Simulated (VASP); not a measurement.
# Pd (Fd-3m) in VASP: notebook, part 2 of 2

VASP 6.6.1. The steps go on from the part before.

## 3. Single point, LDA, collinear spin, ferromagnetic start (volume scaled by 0.92)

Input file INCAR:

```
PREC     = Accurate       # precision mode
ENCUT    = 520            # plane-wave cutoff, eV
EDIFF    = 1E-7           # SCF threshold, eV
ISMEAR   = -1             # smearing method
SIGMA    = 0.05           # smearing width, eV
LREAL    = False          # projectors in reciprocal space
LASPH    = True           # aspherical terms in the spheres
NELM     = 150            # most SCF steps
ALGO     = Normal         # electronic algorithm
ISIF     = 2              # what is computed and relaxed
LWAVE    = False          # write WAVECAR
LCHARG   = True           # write CHGCAR
ISPIN    = 2              # spin polarisation
MAGMOM   = 0.422 0.422    # initial moments
LORBIT   = 11             # projections on sites
LMAXMIX  = 4              # l up to which the mixer works
LELF     = True           # ELF
LVHAR    = True         
NBANDS   = 21             # bands
```

Input file KPOINTS:

```
Automatic mesh
0
Gamma
  11 11 11
```

Input file POSCAR:

```
Pd
1.0
    0.0000000000      2.7319053313      2.7319053313
    2.7319053313      0.0000000000      2.7319053313
    2.7319053313      2.7319053313      0.0000000000
Pd
2
Direct
    0.1250000000      0.1250000000      0.1250000000
    0.8750000000      0.8750000000      0.8750000000
```

Potentials or basis: VASP PAW LDA potentials, release 64 (Pd).

Started as:

```
> cat potpaw_LDA.64/Pd/POTCAR > POTCAR
> mpirun -np 1 vasp_std > vasp.out
```

OUTCAR:

```text
PREC = Accurate
   ENCUT = 520
   EDIFF = 1E-7
   ISMEAR = -1
   LREAL = False
   LASPH = True
   NELM = 150
   ISIF = 2
   ISPIN = 2
   LORBIT = 11

 ion  position               nearest neighbor table
   1  0.125  0.125  0.125-   2 2.37   2 2.37   2 2.37   2 2.37
   2  0.875  0.875  0.875-   1 2.37   1 2.37   1 2.37   1 2.37

  LATTYP: Found a face centered cubic cell.
 ALAT       =     5.4638106626

  Lattice vectors:

 A1 = (   0.0000000000,   2.7319053313,   2.7319053313)
 A2 = (   2.7319053313,   0.0000000000,   2.7319053313)
 A3 = (   2.7319053313,   2.7319053313,   0.0000000000)

Analysis of symmetry for initial positions (statically):
=====================================================================
 Subroutine PRICEL returns:
 Original cell was already a primitive cell.

 Routine SETGRP: Setting up the symmetry group for a
 face centered cubic supercell.

 Subroutine GETGRP returns: Found 48 space group operations
 (whereof 12 operations were pure point group operations)
 out of a pool of 48 trial point group operations.

[... 766 lines left out ...]
 spin component 2

 k-point     1 :       0.0000    0.0000    0.0000
  band No.  band energies     occupation
      1       0.1675      1.00000
      2       1.4658      1.00000
      3       1.4658      1.00000
      4       1.7226      1.00000
      5       1.7226      1.00000
      6       1.7226      1.00000
[... 565 lines left out ...]
     20      23.3222      0.00000
     21      25.9151      0.00000

 [... further k-points ...]
[... 5 lines left out ...]
  --------------------------------------------------------------------------------------
  -------------------------------------------------------------------------------------
  Total        2.3678055      2.3678055      2.3678055      0.0000000      0.0000000     -0.0000000
  in kB       93.0314266     93.0314266     93.0314266      0.0000000      0.0000000     -0.0000000
  external PRESSURE =      93.0314266 kB  Pullay stress =       0.0000000 kB

 VOLUME and BASIS-vectors are now :
 -----------------------------------------------------------------------------
  energy-cutoff  :      520.00
  volume of cell :       40.78
      direct lattice vectors                 reciprocal lattice vectors
     0.000000000  2.731905331  2.731905331    -0.183022447  0.183022447  0.183022447
     2.731905331  0.000000000  2.731905331     0.183022447 -0.183022447  0.183022447
     2.731905331  2.731905331  0.000000000     0.183022447  0.183022447 -0.183022447

 POSITION                                       TOTAL-FORCE (eV/Angst)
 -----------------------------------------------------------------------------------
      0.68298      0.68298      0.68298         0.000000     -0.000000      0.000000
      4.78083      4.78083      4.78083        -0.000000      0.000000     -0.000000
 -----------------------------------------------------------------------------------
    total drift:                               -0.000000      0.000000      0.000000

  FREE ENERGIE OF THE ION-ELECTRON SYSTEM (eV)
  ---------------------------------------------------
  free  energy   TOTEN  =       -10.1149843828 eV

  energy  without entropy=      -10.0737459722  energy(sigma->0) =      -10.09436518

 total charge

# of ion       s       p       d       tot
------------------------------------------
    1        0.580   0.440   8.546   9.566
    2        0.580   0.440   8.546   9.566
--------------------------------------------------
tot          1.159   0.880  17.093  19.132

 magnetization (x)

# of ion       s       p       d       tot
------------------------------------------
    1       -0.003   0.003   0.332   0.332
    2       -0.003   0.003   0.332   0.332
--------------------------------------------------
tot         -0.005   0.006   0.663   0.664
```

stdout:

```text
POSCAR found type information on POSCAR Pd
 POSCAR found :  1 types and       2 ions
 scaLAPACK will be used
 LDA part: xc-table for (Slater(with rela. corr.)+CA(PZ))
 , standard interpolation
 POSCAR, INCAR and KPOINTS ok, starting setup
 FFT: planning ... GRIDC
 FFT: planning ... GRID_SOFT
 FFT: planning ... GRID
 WAVECAR not read
 entering main loop
```

Wall time 40 s (1 thread of Intel Xeon 6975P-C (Granite Rapids), shared host); peak memory 0.2 GiB.

What came out:

```
Free energy                                           : -10.1150 eV
Pressure                                              : 9.3 GPa
Net moment                                            : 0.69 μB per cell
Site moments                                          : Pd +0.33 μB
Valence electrons inside the program's atomic spheres : Pd 9.57
```

## 4. Single point, LDA, collinear spin, ferromagnetic start (volume scaled by 0.96)

Input file INCAR:

```
PREC     = Accurate       # precision mode
ENCUT    = 520            # plane-wave cutoff, eV
EDIFF    = 1E-7           # SCF threshold, eV
ISMEAR   = -1             # smearing method
SIGMA    = 0.05           # smearing width, eV
LREAL    = F              # projectors in reciprocal space
LASPH    = T              # aspherical terms in the spheres
NELM     = 150            # most SCF steps
ALGO     = Normal         # electronic algorithm
ISIF     = 2              # what is computed and relaxed
LWAVE    = F              # write WAVECAR
LCHARG   = T              # write CHGCAR
ISPIN    = 2              # spin polarisation
MAGMOM   = 0.422 0.422    # initial moments
LORBIT   = 11             # projections on sites
LMAXMIX  = 4              # l up to which the mixer works
GGA      = CA             # functional
LELF     = T              # ELF
LVHAR    = T            
NBANDS   = 21             # bands
```

KPOINTS is that of step 3.

Input file POSCAR:

```
Pd
1.0
    0.0000000000      2.7709378238      2.7709378238
    2.7709378238      0.0000000000      2.7709378238
    2.7709378238      2.7709378238      0.0000000000
Pd
2
Direct
    0.1250000000      0.1250000000      0.1250000000
    0.8750000000      0.8750000000      0.8750000000
```

Started as:

```
> cat potpaw_LDA.64/Pd/POTCAR > POTCAR
> mpirun -np 1 vasp_std > vasp.out
```

Run time: 40 s. Hardware: 1 thread of Intel Xeon 6975P-C (Granite Rapids), shared host; peak memory 0.2 GiB.

The run converged. Its results:

```
Free energy                                           : -10.1873 eV
Pressure                                              : 3.9 GPa
Net moment                                            : 0.79 μB per cell
Site moments                                          : Pd +0.38 μB
Valence electrons inside the program's atomic spheres : Pd 9.49
```

Levels at points of the mesh, in eV from the Fermi level:
Spin up:
```
           k point  band 8  band 9  band 10  band 11  band 12  band 13  band 14  band 15
(0.00, 0.00, 0.00)   -1.75   -1.75    -0.29    -0.29    12.55    12.55    12.55    12.80
```
Spin down:
| k point | band 6 | band 7 | band 8 | band 9 | band 10 | band 11 | band 12 | band 13 | band 14 | band 15 |
| --- | --- | --- | --- | --- | --- | --- | --- | --- | --- | --- |
| (0.00, 0.00, 0.00) | -3.74 | -1.51 | -1.51 | -1.51 | -0.02 | -0.02 | 12.64 | 12.64 | 12.64 | 12.86 |

## 5. Single point, LDA, collinear spin, ferromagnetic start (volume scaled by 1.04)

Input file INCAR:

```
SYSTEM = Pd
PREC = Accurate
ENCUT = 520
EDIFF = 1E-6
ISMEAR = -1
SIGMA = 0.05
LREAL = .FALSE.
LASPH = .TRUE.
NELM = 150
ALGO = Normal
ISIF = 2
LWAVE = .FALSE.
LCHARG = .FALSE.
ISPIN = 2
MAGMOM = 0.422 0.422
LORBIT = 11
LMAXMIX = 4
NBANDS = 21
```

Input file KPOINTS:

```
Automatic mesh
0
G
  11 11 11
  0 0 0
```

Input file POSCAR:

```
Pd
1.0
    0.0000000000      2.8458640508      2.8458640508
    2.8458640508      0.0000000000      2.8458640508
    2.8458640508      2.8458640508      0.0000000000
Pd
2
Direct
    0.1250000000      0.1250000000      0.1250000000
    0.8750000000      0.8750000000      0.8750000000
```

Potentials or basis: VASP PAW LDA potentials, release 64 (Pd).

Started as:

```
> cat potpaw_LDA.64/Pd/POTCAR > POTCAR
> mpirun -np 1 vasp_std > vasp.out
```

OUTCAR:

```text
SYSTEM = Pd
   PREC = Accurate
   ENCUT = 520
   EDIFF = 1E-6
   ISMEAR = -1
   LREAL = .FALSE.
   LASPH = .TRUE.
   NELM = 150
   ISIF = 2
   ISPIN = 2
   LORBIT = 11

 ion  position               nearest neighbor table
   1  0.125  0.125  0.125-   2 2.46   2 2.46   2 2.46   2 2.46
   2  0.875  0.875  0.875-   1 2.46   1 2.46   1 2.46   1 2.46

  LATTYP: Found a face centered cubic cell.
 ALAT       =     5.6917281016

  Lattice vectors:

 A1 = (   0.0000000000,   2.8458640508,   2.8458640508)
 A2 = (   2.8458640508,   0.0000000000,   2.8458640508)
 A3 = (   2.8458640508,   2.8458640508,   0.0000000000)

Analysis of symmetry for initial positions (statically):
=====================================================================
 Subroutine PRICEL returns:
 Original cell was already a primitive cell.

 Routine SETGRP: Setting up the symmetry group for a
 face centered cubic supercell.

 Subroutine GETGRP returns: Found 48 space group operations
 (whereof 12 operations were pure point group operations)
 out of a pool of 48 trial point group operations.

The static configuration has the point symmetry D_3d.
 The point group associated with its full space group is O_h .

Analysis of symmetry for dynamics (positions and initial velocities):
=====================================================================
 Subroutine PRICEL returns:
 Original cell was already a primitive cell.

 Routine SETGRP: Setting up the symmetry group for a
 face centered cubic supercell.

 Subroutine GETGRP returns: Found 48 space group operations
 (whereof 12 operations were pure point group operations)
 out of a pool of 48 trial point group operations.

The dynamic configuration has the point symmetry D_3d.
 The point group associated with its full space group is O_h .

Analysis of structural, dynamic, and magnetic symmetry:
=====================================================================
 Subroutine PRICEL returns:
 Original cell was already a primitive cell.

 Routine SETGRP: Setting up the symmetry group for a
 face centered cubic supercell.

[... 143 lines left out ...]
 number of electron      19.9999996 magnetization       0.8522594

 Free energy of the ion-electron system (eV)
  ---------------------------------------------------
  ext. energy  EPLUGINS =         0.00000000
  ---------------------------------------------------
  free energy    TOTEN  =       -10.18416597 eV

  energy without entropy =      -10.14286535  energy(sigma->0) =      -10.16351566

 E-fermi :   4.2563     XC(G=0): -10.6321

 val. band max:        4.2552416879   @ k =  -0.4545   0.2727   0.0909
 cond. band min:       4.2597051566   @ k =  -0.4545   0.4545   0.0909
 fundamental gap:      0.0044634687
 Fermi energy:         4.2563127748

 spin component 1

 k-point     1 :       0.0000    0.0000    0.0000
  band No.  band energies     occupation
      1      -0.6503      1.00000
      2       0.5235      1.00000
      3       0.5235      1.00000
      4       0.6613      1.00000
      5       0.6613      1.00000
      6       0.6613      1.00000
[... 565 lines left out ...]
     20      20.6828      0.00000
     21      23.1158      0.00000

 [... further k-points ...]

 spin component 2

 k-point     1 :       0.0000    0.0000    0.0000
  band No.  band energies     occupation
      1      -0.5841      1.00000
      2       0.7516      1.00000
      3       0.7516      1.00000
      4       0.9052      1.00000
      5       0.9052      1.00000
      6       0.9052      1.00000
[... 565 lines left out ...]
     20      20.7606      0.00000
     21      23.1951      0.00000

 [... further k-points ...]
[... 5 lines left out ...]
  --------------------------------------------------------------------------------------
  -------------------------------------------------------------------------------------
  Total       -1.0346828     -1.0346828     -1.0346828      0.0000000      0.0000000      0.0000000
  in kB      -35.9621267    -35.9621267    -35.9621267      0.0000000      0.0000000      0.0000000
  external PRESSURE =     -35.9621267 kB  Pullay stress =       0.0000000 kB

 VOLUME and BASIS-vectors are now :
 -----------------------------------------------------------------------------
  energy-cutoff  :      520.00
  volume of cell :       46.10
      direct lattice vectors                 reciprocal lattice vectors
     0.000000000  2.845864051  2.845864051    -0.175693565  0.175693565  0.175693565
     2.845864051  0.000000000  2.845864051     0.175693565 -0.175693565  0.175693565
     2.845864051  2.845864051  0.000000000     0.175693565  0.175693565 -0.175693565

 POSITION                                       TOTAL-FORCE (eV/Angst)
 -----------------------------------------------------------------------------------
      0.71147      0.71147      0.71147         0.000000      0.000000      0.000000
      4.98026      4.98026      4.98026        -0.000000     -0.000000     -0.000000
 -----------------------------------------------------------------------------------
    total drift:                               -0.000000      0.000000      0.000000

  FREE ENERGIE OF THE ION-ELECTRON SYSTEM (eV)
  ---------------------------------------------------
  free  energy   TOTEN  =       -10.1841659720 eV

  energy  without entropy=      -10.1428653485  energy(sigma->0) =      -10.16351566

 total charge

# of ion       s       p       d       tot
------------------------------------------
    1        0.522   0.339   8.500   9.361
    2        0.522   0.339   8.500   9.361
--------------------------------------------------
tot          1.043   0.678  17.000  18.721

 magnetization (x)

# of ion       s       p       d       tot
------------------------------------------
    1       -0.003   0.003   0.413   0.413
    2       -0.003   0.003   0.413   0.413
--------------------------------------------------
tot         -0.005   0.005   0.826   0.826
```

stdout:

```text
POSCAR found type information on POSCAR Pd
 POSCAR found :  1 types and       2 ions
 scaLAPACK will be used
 LDA part: xc-table for (Slater(with rela. corr.)+CA(PZ))
 , standard interpolation
 POSCAR, INCAR and KPOINTS ok, starting setup
 FFT: planning ... GRIDC
 FFT: planning ... GRID_SOFT
 FFT: planning ... GRID
 WAVECAR not read
 entering main loop
```

Run time: 34 s. Hardware: 1 thread of Intel Xeon 6975P-C (Granite Rapids), shared host; peak memory 0.2 GiB.

What came out:

* Free energy: -10.1842 eV
* Pressure: -3.6 GPa
* Net moment: 0.85 μB per cell
* Site moments: Pd +0.41 μB
* Valence electrons inside the program's atomic spheres: Pd 9.36

## 6. The runs side by side

```csv
cell,k mesh,gap on the mesh (eV),pressure (GPa),moment (μB)
"a = 3.972 Å, angles 60.0°, 2 atoms",10 × 10 × 10,none,-0.2,0.80
"a = 3.863 Å, angles 60.0°, 2 atoms",11 × 11 × 11,none,9.3,0.69
"a = 3.919 Å, angles 60.0°, 2 atoms",11 × 11 × 11,none,3.9,0.79
"a = 4.025 Å, angles 60.0°, 2 atoms",11 × 11 × 11,none,-3.6,0.85
```

Alike in all rows: task single point; level LDA; potentials or basis VASP PAW LDA potentials, release 64 (Pd); spin collinear, ferromagnetic start; cutoff (eV) 520; smearing fermi-dirac 0.05 eV.

Total energies depend on the potentials used, so only differences within one code and one set of settings carry meaning.
